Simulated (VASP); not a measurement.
# CdS (Pm-3m) in VASP: a series of runs

CdS is run at these levels: HSE06, PBE-based screened hybrid with 30 % exact exchange, PBE-based screened hybrid with 15 % exact exchange; tasks: single point.

Everything below comes from runs of VASP 6.6.1. Logs are shortened: lines on timing, memory, paths and dates and some standing lists are left out, and cuts for length are marked.

## (1) The cell of the first run

The structure is cubic, space group Pm-3m (No. 221). Conventional cell: a = 3.387 Å, b = 3.387 Å, c = 3.387 Å, α = 90.00°, β = 90.00°, γ = 90.00°. Cd (site symmetry m-3m) has 8 S at 2.93 Å and 6 Cd at 3.39 Å within 3.9 Å. Within 3.9 Å of S (site symmetry m-3m) lie 8 Cd at 2.93 Å and 6 S at 3.39 Å.

## (2) Single point, HSE06

POSCAR reads:

```
CdS
1.0
    3.3869086123      0.0000000000      0.0000000000
    0.0000000000      3.3869086123      0.0000000000
    0.0000000000      0.0000000000      3.3869086123
Cd S
1 1
Direct
    0.0000000000      0.0000000000      0.0000000000
    0.5000000000      0.5000000000      0.5000000000
```

INCAR.step1 reads:

```
PREC = Accurate
ENCUT = 520
EDIFF = 1E-5
ISMEAR = -1
SIGMA = 0.02
LREAL = F
LASPH = T
NELM = 100
ALGO = Normal
ISIF = 2
LWAVE = T
LCHARG = F
GGA = PE
NBANDS = 16
```

INCAR.step2 reads:

```
PREC = Accurate
ENCUT = 520
EDIFF = 1E-6
ISMEAR = -1
SIGMA = 0.02
LREAL = F
LASPH = T
NELM = 100
ALGO = Normal
ISIF = 2
LWAVE = F
LCHARG = F
GGA = PE
LHFCALC = T
HFSCREEN = 0.2079
PRECFOCK = Normal
ISTART = 1
NBANDS = 16
```

KPOINTS reads:

```
Automatic mesh
0
Gamma
  4 4 4
```

Potentials or basis: VASP PAW PBE potentials, release 64 (Cd, S).

Started as:

```bash
> cat potpaw_PBE.64/Cd/POTCAR potpaw_PBE.64/S/POTCAR > POTCAR
> cp INCAR.step1 INCAR
> mpirun -np 1 vasp_std > vasp.out
> cp INCAR.step2 INCAR
> mpirun -np 1 vasp_std > vasp.out
```

OUTCAR:

```text
PREC = Accurate
   ENCUT = 520
   EDIFF = 1E-6
   ISMEAR = -1
   LREAL = F
   LASPH = T
   NELM = 100
   ISIF = 2
   GGA = PE
   LHFCALC = T
   HFSCREEN = 0.2079
   PRECFOCK = Normal
   ISTART = 1

 ion  position               nearest neighbor table
   1  0.000  0.000  0.000-   2 2.93   2 2.93   2 2.93   2 2.93   2 2.93   2 2.93   2 2.93   2 2.93

   2  0.500  0.500  0.500-   1 2.93   1 2.93   1 2.93   1 2.93   1 2.93   1 2.93   1 2.93   1 2.93

  LATTYP: Found a simple cubic cell.
 ALAT       =     3.3869086123

  Lattice vectors:

 A1 = (   3.3869086123,   0.0000000000,   0.0000000000)
 A2 = (   0.0000000000,   3.3869086123,   0.0000000000)
 A3 = (   0.0000000000,   0.0000000000,   3.3869086123)

Analysis of symmetry for initial positions (statically):
=====================================================================
 Subroutine PRICEL returns:
 Original cell was already a primitive cell.

 Routine SETGRP: Setting up the symmetry group for a
 simple cubic supercell.

 Subroutine GETGRP returns: Found 48 space group operations
 (whereof 48 operations were pure point group operations)
 out of a pool of 48 trial point group operations.

The static configuration has the point symmetry O_h .

Analysis of symmetry for dynamics (positions and initial velocities):
=====================================================================
 Subroutine PRICEL returns:
 Original cell was already a primitive cell.

 Routine SETGRP: Setting up the symmetry group for a
 simple cubic supercell.

 Subroutine GETGRP returns: Found 48 space group operations
 (whereof 48 operations were pure point group operations)
 out of a pool of 48 trial point group operations.

The dynamic configuration has the point symmetry O_h .

 Subroutine INISYM returns: Found 48 space group operations
 (whereof 48 operations are pure point group operations),
 and found     1 'primitive' translations

----------------------------------------------------------------------------------------

                                     Primitive cell

  volume of cell :      38.8517

  direct lattice vectors                    reciprocal lattice vectors
     3.386908612  0.000000000  0.000000000     0.295254497  0.000000000  0.000000000
     0.000000000  3.386908612  0.000000000     0.000000000  0.295254497  0.000000000
     0.000000000  0.000000000  3.386908612     0.000000000  0.000000000  0.295254497

  length of vectors
     3.386908612  3.386908612  3.386908612     0.295254497  0.295254497  0.295254497

  position of ions in fractional coordinates (direct lattice)
     0.000000000  0.000000000  0.000000000
     0.500000000  0.500000000  0.500000000

  ion indices of the primitive-cell ions
   primitive index   ion index
                 1           1
                 2           2

----------------------------------------------------------------------------------------

 KPOINTS: Automatic mesh

Automatic generation of k-mesh.
 Grid dimensions read from file:
 generate k-points for:    4    4    4

 Generating k-lattice:

  Cartesian coordinates                     Fractional coordinates (reciprocal lattice)
     0.073813624  0.000000000  0.000000000     0.250000000  0.000000000  0.000000000
     0.000000000  0.073813624  0.000000000     0.000000000  0.250000000  0.000000000
     0.000000000  0.000000000  0.073813624     0.000000000  0.000000000  0.250000000

  Length of vectors
     0.073813624  0.073813624  0.073813624

  Shift w.r.t. Gamma in fractional coordinates (k-lattice)
     0.000000000  0.000000000  0.000000000

 Subroutine IBZKPT returns following result:
 ===========================================

 Found     10 irreducible k-points:

 Following reciprocal coordinates:
            Coordinates               Weight
  0.000000  0.000000  0.000000      1.000000
  0.250000  0.000000  0.000000      6.000000
  0.500000  0.000000  0.000000      3.000000
  0.250000  0.250000  0.000000     12.000000
  0.500000  0.250000  0.000000     12.000000
  0.500000  0.500000  0.000000      3.000000
  0.250000  0.250000  0.250000      8.000000
  0.500000  0.250000  0.250000     12.000000
  0.500000  0.500000  0.250000      6.000000
  0.500000  0.500000  0.500000      1.000000
   k-points           NKPTS =     10   k-points in BZ     NKDIM =     64   number of bands    NBANDS=     16
   number of dos      NEDOS =    301   number of ions     NIONS =      2
   total plane-waves  NPLWV =  21952
   dimension x,y,z NGX =    28 NGY =   28 NGZ =   28
   dimension x,y,z NGXF=    56 NGYF=   56 NGZF=   56
   ions per type =               1   1
   NGX,Y,Z   is equivalent  to a cutoff of  13.74, 13.74, 13.74 a.u.
   NGXF,Y,Z  is equivalent  to a cutoff of  27.49, 27.49, 27.49 a.u.
 SYSTEM =  unknown system
   PREC   = accura    normal or accurate (medium, high low for compatibility)
   ISTART =      1    job   : 0-new  1-cont  2-samecut
   ICHARG =      0    charge: 1-file 2-atom 10-const
   ISPIN  =      1    spin polarized calculation?
   LNONCOLLINEAR =      F non collinear calculations
   LSORBIT =      F    spin-orbit coupling
   LASPH  =      T    aspherical Exc in radial PAW
   ENCUT  =  520.0 eV  38.22 Ry    6.18 a.u.   6.30  6.30  6.30*2*pi/ulx,y,z
   NELM   =    100;   NELMIN=  2; NELMDL=  0     # of ELM steps
   EDIFF  = 0.1E-05   stopping-criterion for ELM
   LREAL  =      F    real-space projection
   EDIFFG = 0.1E-04   stopping-criterion for IOM
   NSW    =      0    number of steps for IOM
   IBRION =     -1    ionic relax: 0-MD 1-quasi-New 2-CG
   NFREE  =      0    steps in history (QN), initial steepest desc. (CG)
   ISIF   =      2    stress and relaxation
   ISYM   =      3    0-nonsym 1-usesym 2-fastsym
   POTIM  = 0.5000    time-step for ionic-motion
   TEBEG  =    0.0;   TEEND  =   0.0 temperature during run
   PSTRESS=    0.0 pullay stress
   NELECT =      18.0000    total number of electrons
   NUPDOWN=      -1.0000    fix difference up-down
   EMIN   =  10.00;   EMAX   =-10.00  energy-range for DOS
   EFERMI =   0.00;   METHOD = LEGACY
   ISMEAR =    -1;   SIGMA  =   0.02  broadening in eV -4-tet -1-fermi 0-gaus
   EFERMI_NEDOS =   21; number of points for ismear=-14 and -15
   IALGO  =     38    algorithm
   IMIX   =      1    mixing-type and parameters
     AMIX     =   0.40;   BMIX     =  1.00
     AMIX_MAG =   1.60;   BMIX_MAG =  1.00
  volume/ion in A,a.u.               =      19.43       131.09
  Fermi-wavevector in a.u.,A,eV,Ry     =   1.266763  2.393836 21.833128  1.604690
  Thomas-Fermi vector in A             =   2.399947
   LORBIT       =      0    0 simple, 1 ext, 2 COOP (PROOUT), +10 PAW based schemes
   GGA     = PE    functional components
   LHFCALC =     T    Hartree Fock is set to
   PRECFOCK=normal    Normal, Fast or Accurate (Low or Medium for compatibility)
   ENCUT4O =  -1.0   cutoff for four orbital integrals eV
   NKREDX  =     1    reduce k-point grid by
   NKREDY  =     1    reduce k-point grid by
   NKREDZ  =     1    reduce k-point grid by
   AEXX    =    0.2500 exact exchange contribution
   HFSCREEN=    0.2079 screening length (either q_TF or 0.3 A-1)
   HFSCREENC=   0.2079 screening length for correlation (either q_TF or 0.3 A-1)
   ENCUTFOCK=  -1.0 apply spherical cutoff to Coloumb kernel
   IVDW    =     0    specifies the selected vdW correction
   LEPSILON=     F    determine dielectric tensor
   LRPA    =     F    only Hartree local field effects (RPA)
 non-spin polarized calculation
  energy-cutoff  :      520.00
  volume of cell :       38.85
 maximum number of plane-waves:      1064
 NGX is ok and might be reduce to    28
  NGX = 20; NGY = 20; NGZ = 20

 number of electron      17.9999993 magnetization

 Free energy of the ion-electron system (eV)
  ---------------------------------------------------
  ext. energy  EPLUGINS =         0.00000000
  ---------------------------------------------------
  free energy    TOTEN  =        -6.12759969 eV

  energy without entropy =       -6.12411858  energy(sigma->0) =       -6.12585914

 E-fermi :   3.6933     XC(G=0):  -8.8955

 val. band max:        3.6520618657   @ k =   0.5000   0.2500   0.0000
 cond. band min:       3.7316534853   @ k =   0.5000   0.5000   0.0000
 fundamental gap:      0.0795916196
 Fermi energy:         3.6933083460

 k-point     1 :       0.0000    0.0000    0.0000
  band No.  band energies     occupation
      1     -11.2707      2.00000
      2      -6.6481      2.00000
      3      -6.6481      2.00000
      4      -6.0710      2.00000
      5      -6.0710      2.00000
      6      -6.0710      2.00000
[... 8 lines left out ...]
     15      16.8330      0.00000
     16      19.5358      0.00000

 k-point     2 :       0.2500    0.0000    0.0000
  band No.  band energies     occupation
      1     -10.7544      2.00000
      2      -6.6157      2.00000
      3      -6.4876      2.00000
      4      -6.2119      2.00000
      5      -6.2119      2.00000
      6      -6.0577      2.00000
[... 8 lines left out ...]
     15      16.3845      0.00000
     16      18.9010      0.00000

 k-point     3 :       0.5000    0.0000    0.0000
  band No.  band energies     occupation
      1     -10.0678      2.00000
      2      -6.5830      2.00000
      3      -6.4338      2.00000
      4      -6.3448      2.00000
      5      -6.3448      2.00000
      6      -6.0441      2.00000
[... 8 lines left out ...]
     15      16.9688      0.00000
     16      19.4935      0.00000

 k-point     4 :       0.2500    0.2500    0.0000
  band No.  band energies     occupation
      1     -10.3588      2.00000
      2      -6.5394      2.00000
      3      -6.3182      2.00000
      4      -6.2101      2.00000
      5      -6.2001      2.00000
      6      -6.1557      2.00000
[... 8 lines left out ...]
     15      17.0770      0.00000
     16      17.2864      0.00000

 k-point     5 :       0.5000    0.2500    0.0000
  band No.  band energies     occupation
      1      -9.8959      2.00000
      2      -6.4837      2.00000
      3      -6.2932      2.00000
      4      -6.1493      2.00000
      5      -6.1439      2.00000
      6      -6.0722      2.00000
[... 8 lines left out ...]
     15      17.2380      0.00000
     16      19.6975      0.00000

 k-point     6 :       0.5000    0.5000    0.0000
  band No.  band energies     occupation
      1      -9.7303      2.00000
      2      -6.4154      2.00000
      3      -6.2410      2.00000
      4      -6.2410      2.00000
      5      -5.8484      2.00000
      6      -5.5716      2.00000
[... 8 lines left out ...]
     15      15.9509      0.00000
     16      16.8417      0.00000

 k-point     7 :       0.2500    0.2500    0.2500
  band No.  band energies     occupation
      1     -10.0006      2.00000
      2      -6.3979      2.00000
      3      -6.3979      2.00000
      4      -6.2473      2.00000
      5      -6.2473      2.00000
      6      -5.9994      2.00000
[... 8 lines left out ...]
     15      15.5003      0.00000
     16      19.0975      0.00000

 k-point     8 :       0.5000    0.2500    0.2500
  band No.  band energies     occupation
      1      -9.5863      2.00000
      2      -6.5542      2.00000
      3      -6.3726      2.00000
      4      -6.2436      2.00000
      5      -6.0352      2.00000
      6      -5.8921      2.00000
[... 8 lines left out ...]
     15      16.5214      0.00000
     16      18.8382      0.00000

 k-point     9 :       0.5000    0.5000    0.2500
  band No.  band energies     occupation
      1      -9.2402      2.00000
      2      -6.5346      2.00000
      3      -6.5346      2.00000
      4      -6.1298      2.00000
      5      -6.0138      2.00000
      6      -5.8415      2.00000
[... 8 lines left out ...]
     15      20.0134      0.00000
     16      20.0134      0.00000

 k-point    10 :       0.5000    0.5000    0.5000
  band No.  band energies     occupation
      1      -8.4587      2.00000
      2      -6.7783      2.00000
      3      -6.7783      2.00000
      4      -6.7783      2.00000
      5      -5.8343      2.00000
      6      -5.8343      2.00000
[... 8 lines left out ...]
     15      22.5508      0.00000
     16      22.5508      0.00000

------------------------ aborting loop because EDIFF is reached ----------------------------------------

  FORCE on cell =-STRESS in cart. coord.  units (eV):
  Direction    XX          YY          ZZ          XY          YZ          ZX
  --------------------------------------------------------------------------------------
  -------------------------------------------------------------------------------------
  Total        0.2141905      0.2141905      0.2141905     -0.0000000      0.0000000      0.0000000
  in kB        8.8328410      8.8328410      8.8328410     -0.0000000      0.0000000      0.0000000
  external PRESSURE =       8.8328410 kB  Pullay stress =       0.0000000 kB

 VOLUME and BASIS-vectors are now :
 -----------------------------------------------------------------------------
  energy-cutoff  :      520.00
  volume of cell :       38.85
      direct lattice vectors                 reciprocal lattice vectors
     3.386908612  0.000000000  0.000000000     0.295254497  0.000000000  0.000000000
     0.000000000  3.386908612  0.000000000     0.000000000  0.295254497  0.000000000
     0.000000000  0.000000000  3.386908612     0.000000000  0.000000000  0.295254497

 POSITION                                       TOTAL-FORCE (eV/Angst)
 -----------------------------------------------------------------------------------
      0.00000      0.00000      0.00000         0.000000      0.000000      0.000000
      1.69345      1.69345      1.69345         0.000000      0.000000      0.000000
 -----------------------------------------------------------------------------------
    total drift:                                0.000000     -0.000000     -0.000000

  FREE ENERGIE OF THE ION-ELECTRON SYSTEM (eV)
  ---------------------------------------------------
  free  energy   TOTEN  =        -6.1275996937 eV

  energy  without entropy=       -6.1241185775  energy(sigma->0) =       -6.12585914
```

Wall time 4.7 min (1 thread of AMD EPYC 7R13 (Zen 3), shared host); peak memory 0.23 GiB.

Results:

```yaml
Free_energy: -6.1276 eV
Pressure: 0.9 GPa
Band_gap_on_the_k_mesh: zero (bands 9 and 10 overlap by 0.35 eV)
```

Levels at points of the mesh, in eV from the Fermi level:
| k point | band 6 | band 7 | band 8 | band 9 | band 10 | band 11 | band 12 | band 13 |
| --- | --- | --- | --- | --- | --- | --- | --- | --- |
| (0.00, 0.00, 0.00) | -9.76 | -1.46 | -1.46 | -1.46 | -0.39 | 7.38 | 7.38 | 13.14 |
| (0.50, 0.00, 0.00) | -9.74 | -6.68 | -0.11 | -0.11 | 4.08 | 5.64 | 8.14 | 8.23 |
| (0.50, 0.50, 0.00) | -9.26 | -5.02 | -5.02 | -0.50 | 0.04 | 8.82 | 8.82 | 9.64 |
| (0.50, 0.50, 0.50) | -9.53 | -2.43 | -2.43 | -2.43 | 2.32 | 2.32 | 2.32 | 3.98 |

Caveat: the k points lie up to 0.46 Å⁻¹ apart; the structure was generated, so it needn't be the stable form of CdS; the PAW data sets were made with another functional, which shifts forces and pressure a little.

(Part 1 of 2 ends here.)

The gap in the log of VASP goes by the Fermi energy; the results here count the filled bands.